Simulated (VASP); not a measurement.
Runs of VASP 6.6.1 on Be. The structure is that of space group Pm-3m (No. 221), or close to it. The cells are those of the table. 

```tsv
cell	gap on the mesh (eV)	pressure (GPa)
a = 2.106 Å, 1 atom	none	(b)
a = 2.249 Å, 1 atom	none	-6.9
a = 2.165 Å, 1 atom	none	(a)
a = 2.075 Å, 1 atom	none	12.7
a = 2.222 Å, 1 atom	none	-4.9
```

Alike in all rows: task single point; level PBEsol; potentials or basis VASP PAW PBE potentials, release 64 (Be); no spin polarisation; k mesh 16 × 16 × 16; cutoff (eV) 520; smearing fermi-dirac 0.1 eV.

Task: Estimate the missing entries.

Result: (a) 0.4; (b) 7.8.

Caveats: the PAW data sets were made with another functional, which shifts forces and pressure a little.

A gap of «none» marks levels without a gap at the run's occupations.
